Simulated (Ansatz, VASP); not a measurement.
## Two plane-wave programs on Ti4Al

```
Ti Al
1.0
    -2.93958    2.93958    2.93958
     2.93958   -2.93958    2.93958
     2.93958    2.93958   -2.93958
Ti Al
4 1
Direct
  0.00000 0.00000 0.50000
  0.00000 0.50000 0.00000
  0.50000 0.00000 0.00000
  0.50000 0.50000 0.50000
  0.00000 0.00000 0.00000
```

Change from the starting cell: species swapped into the MnGa4 type (Im-3m, No. 229).

Alike in both runs: functional PBE; k mesh 6 × 6 × 6; occupations gaussian, width 0.1 eV; no spin polarisation.

Ansatz relaxed the structure, and its values are those at the end. VASP's run is a single point on that final structure, the one shown.

```csv
,VASP,Ansatz
version,VASP 6.6.1,Ansatz 0.2.0
potentials or method,"VASP PAW PBE potentials, release 64 (Ti_sv, Al), cutoff 520 eV","scalar-relativistic, plane waves, PAW"
valence electrons in the cell,51,51
```

```tsv
	VASP	Ansatz	Ansatz less VASP
gap on the k mesh at the Fermi level (eV)	none	none	-
pressure (GPa)	0.3	0.4	+0.07
```

A gap of «none» marks a metal or a gap that the smearing closes.
